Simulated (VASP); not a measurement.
# ScSi2O3 (P6/mmm) in VASP: notebook

Runs on ScSi2O3. Level: PBE. Tasks: single point.

All numbers are computed with VASP 6.6.1; they aren't measurements. Logs are shortened: lines on timing, memory, paths and dates and some standing lists are left out, and cuts for length are marked.

### Step 1. The cell of the first run

It takes space group P6/mmm (No. 191, hexagonal). The conventional cell has a = 5.253 Å, b = 5.253 Å, c = 3.009 Å, α = 90.00°, β = 90.00°, γ = 120.00°. Sc (site symmetry 6/mmm) has 2 Sc at 3.01 Å and 12 O at 3.03 Å and 6 Si at 3.03 Å within 4.0 Å. Within 2.8 Å of Si (site symmetry -6m2) lie 6 O at 2.14 Å. O (site symmetry mmm) has 4 Si at 2.14 Å and 4 O at 2.63 Å within 2.8 Å.

The cell was generated, and may not be a known phase.

### Step 2. Single point, PBE

INCAR reads:

```
SYSTEM = ScSi2O3
PREC = Accurate ; ENCUT = 520
EDIFF = 1E-7 ; ISMEAR = 0
SIGMA = 0.1 ; LREAL = .False.
LASPH = .True. ; NELM = 60
ALGO = Normal ; ISIF = 2
LWAVE = .False. ; LCHARG = .True.
GGA = PE ; LELF = .True.
LVHAR = .True. ; NBANDS = 28
```

KPOINTS reads:

```
regular mesh
0
Gamma
  6 6 6
  0 0 0
```

POSCAR reads:

```
ScSi2O3
1.0
    5.2534215800      0.0000000000      0.0000000000
   -2.6267107900      4.5495965400      0.0000000000
    0.0000000000      0.0000000000      3.0093999100
Sc Si O
1 2 3
Direct
    0.0000000000      0.0000000000      0.0000000000
    0.3333333300      0.6666666700      0.0000000000
    0.6666666700      0.3333333300      0.0000000000
    0.5000000000      0.0000000000      0.5000000000
    0.5000000000      0.5000000000      0.5000000000
    0.0000000000      0.5000000000      0.5000000000
```

Potentials or basis: VASP PAW PBE potentials, release 64 (Sc_sv, Si, O).

The run is started by

```bash
$ cat potpaw_PBE.64/Sc_sv/POTCAR potpaw_PBE.64/Si/POTCAR potpaw_PBE.64/O/POTCAR > POTCAR
$ mpirun -np 1 vasp_std > vasp.out
```

OUTCAR:

```text
SYSTEM = ScSi2O3
   PREC = Accurate
   ENCUT = 520
   EDIFF = 1E-7
   ISMEAR = 0
   LREAL = .False.
   LASPH = .True.
   NELM = 60
   ISIF = 2
   GGA = PE

 ion  position               nearest neighbor table
   1  0.000  0.000  0.000-   2 3.03   3 3.03   2 3.03   3 3.03   3 3.03   2 3.03
   2  0.333  0.667  0.000-   4 2.14   4 2.14   6 2.14   6 2.14   5 2.14   5 2.14   3 3.03   1 3.03
                             3 3.03   1 3.03   1 3.03   3 3.03
   3  0.667  0.333  0.000-   4 2.14   4 2.14   6 2.14   6 2.14   5 2.14   5 2.14   2 3.03   1 3.03
                             2 3.03   1 3.03   1 3.03   2 3.03
   4  0.500  0.000  0.500-   2 2.14   3 2.14   2 2.14   3 2.14
   5  0.500  0.500  0.500-   2 2.14   3 2.14   2 2.14   3 2.14
   6  0.000  0.500  0.500-   2 2.14   3 2.14   2 2.14   3 2.14

  LATTYP: Found a hexagonal cell.
 ALAT       =     5.2534215800
 C/A-ratio  =     0.5728456900

  Lattice vectors:

 A1 = (   5.2534215800,   0.0000000000,   0.0000000000)
 A2 = (  -2.6267107900,   4.5495965400,   0.0000000000)
 A3 = (   0.0000000000,   0.0000000000,   3.0093999100)

Analysis of symmetry for initial positions (statically):
=====================================================================
 Subroutine PRICEL returns:
 Original cell was already a primitive cell.

 Routine SETGRP: Setting up the symmetry group for a
 hexagonal supercell.

 Subroutine GETGRP returns: Found 24 space group operations
 (whereof 24 operations were pure point group operations)
 out of a pool of 24 trial point group operations.

The static configuration has the point symmetry D_6h.

Analysis of symmetry for dynamics (positions and initial velocities):
=====================================================================
 Subroutine PRICEL returns:
 Original cell was already a primitive cell.

 Routine SETGRP: Setting up the symmetry group for a
 hexagonal supercell.

 Subroutine GETGRP returns: Found 24 space group operations
 (whereof 24 operations were pure point group operations)
 out of a pool of 24 trial point group operations.

The dynamic configuration has the point symmetry D_6h.

 Subroutine INISYM returns: Found 24 space group operations
 (whereof 24 operations are pure point group operations),
 and found     1 'primitive' translations

----------------------------------------------------------------------------------------

                                     Primitive cell

  volume of cell :      71.9275

  direct lattice vectors                    reciprocal lattice vectors
     5.253421580  0.000000000  0.000000000     0.190352132  0.109899855  0.000000000
[... 102 lines left out ...]
   POTIM  = 0.5000    time-step for ionic-motion
   TEBEG  =    0.0;   TEEND  =   0.0 temperature during run
   PSTRESS=    0.0 pullay stress
   NELECT =      37.0000    total number of electrons
   NUPDOWN=      -1.0000    fix difference up-down
   EMIN   =  10.00;   EMAX   =-10.00  energy-range for DOS
   EFERMI =   0.00;   METHOD = LEGACY
   ISMEAR =     0;   SIGMA  =   0.10  broadening in eV -4-tet -1-fermi 0-gaus
   EFERMI_NEDOS =   21; number of points for ismear=-14 and -15
   IALGO  =     38    algorithm
   IMIX   =      4    mixing-type and parameters
     AMIX     =   0.40;   BMIX     =  1.00
     AMIX_MAG =   1.60;   BMIX_MAG =  1.00
  volume/ion in A,a.u.               =      11.99        80.90
  Fermi-wavevector in a.u.,A,eV,Ry     =   1.311728  2.478806 23.410590  1.720630
  Thomas-Fermi vector in A             =   2.442169
   LORBIT       =      0    0 simple, 1 ext, 2 COOP (PROOUT), +10 PAW based schemes
   GGA     = PE    functional components
   LHFCALC =     F    Hartree Fock is set to
   AEXX    =    0.0000 exact exchange contribution
   IVDW    =     0    specifies the selected vdW correction
   LEPSILON=     F    determine dielectric tensor
   LRPA    =     F    only Hartree local field effects (RPA)
 non-spin polarized calculation
 Gauss-broadening in eV      SIGMA  =   0.10
  energy-cutoff  :      520.00
  volume of cell :       71.93
 maximum number of plane-waves:      1966
 NGX is ok and might be reduce to    40
   NGX = 19   NGY = 19   NGZ = 11

 number of electron      36.9999994 magnetization

 Free energy of the ion-electron system (eV)
  ---------------------------------------------------
  ext. energy  EPLUGINS =         0.00000000
  ---------------------------------------------------
  free energy    TOTEN  =       -35.49530718 eV

  energy without entropy =      -35.47570257  energy(sigma->0) =      -35.48550487

 E-fermi :   7.7567     XC(G=0): -11.1109

 val. band max:        7.7524254558   @ k =   0.1667   0.0000   0.3333
 cond. band min:       7.7644755503   @ k =   0.5000   0.0000   0.5000
 fundamental gap:      0.0120500945
 Fermi energy:         7.7567109518

 k-point     1 :       0.0000    0.0000    0.0000
  band No.  band energies     occupation
      1     -42.3684      2.00000
      2     -21.1206      2.00000
      3     -21.1206      2.00000
      4     -20.6361      2.00000
      5     -13.6951      2.00000
      6     -11.9076      2.00000
[... 733 lines left out ...]
     27      12.6349      0.00000
     28      12.6921      0.00000

 [... further k-points ...]

------------------------ aborting loop because EDIFF is reached ----------------------------------------

  FORCE on cell =-STRESS in cart. coord.  units (eV):
  Direction    XX          YY          ZZ          XY          YZ          ZX
  --------------------------------------------------------------------------------------
  -------------------------------------------------------------------------------------
  Total       -0.3415119     -0.3415119     -2.3896798      0.0000000      0.0000000      0.0000000
  in kB       -7.6071403     -7.6071403    -53.2298512      0.0000000      0.0000000      0.0000000
  external PRESSURE =     -22.8147106 kB  Pullay stress =       0.0000000 kB

 VOLUME and BASIS-vectors are now :
 -----------------------------------------------------------------------------
  energy-cutoff  :      520.00
  volume of cell :       71.93
      direct lattice vectors                 reciprocal lattice vectors
     5.253421580  0.000000000  0.000000000     0.190352132  0.109899855  0.000000000
    -2.626710790  4.549596540  0.000000000     0.000000000  0.219799710  0.000000000
     0.000000000  0.000000000  3.009399910     0.000000000  0.000000000  0.332292161

 POSITION                                       TOTAL-FORCE (eV/Angst)
 -----------------------------------------------------------------------------------
      0.00000      0.00000      0.00000         0.000000      0.000000     -0.000000
     -0.00000      3.03306      0.00000         0.000000      0.000000     -0.000000
      2.62671      1.51653      0.00000        -0.000000      0.000000      0.000000
      2.62671      0.00000      1.50470         0.000000      0.000000     -0.000000
      1.31336      2.27480      1.50470        -0.000000      0.000000     -0.000000
     -1.31336      2.27480      1.50470         0.000000      0.000000     -0.000000
 -----------------------------------------------------------------------------------
    total drift:                               -0.000000      0.000000     -0.000000

  FREE ENERGIE OF THE ION-ELECTRON SYSTEM (eV)
  ---------------------------------------------------
  free  energy   TOTEN  =       -35.4953071799 eV

  energy  without entropy=      -35.4757025675  energy(sigma->0) =      -35.48550487
```

Wall time 2 min (1 thread of Intel Xeon 8259CL, shared host); peak memory 0.22 GiB.

What came out:

* Free energy: -35.4953 eV
* Pressure: -2.3 GPa
* Band gap on the k mesh: zero (an odd number of electrons rules out a gap without spin polarisation)

Levels at points of the mesh, in eV from the Fermi level:
| k point | band 16 | band 17 | band 18 | band 19 | band 20 | band 21 | band 22 | band 23 |
| --- | --- | --- | --- | --- | --- | --- | --- | --- |
| (0.00, 0.00, 0.00) | -3.67 | -3.24 | -1.22 | -0.97 | -0.97 | 2.00 | 2.19 | 2.50 |
| (0.50, 0.00, 0.00) | -3.58 | -2.79 | -1.72 | -0.65 | 0.92 | 1.26 | 1.52 | 2.59 |
| (0.00, 0.00, 0.50) | -3.39 | -2.97 | 0.38 | 0.38 | 1.28 | 1.28 | 1.43 | 1.51 |
| (0.50, 0.00, 0.50) | -3.16 | -2.66 | -0.03 | 0.01 | 0.01 | 0.47 | 1.27 | 2.04 |

Caveat: an odd number of electrons without spin polarisation forces a metal; a magnetic or distorted state may lie lower.

[end of part 1 of 2]
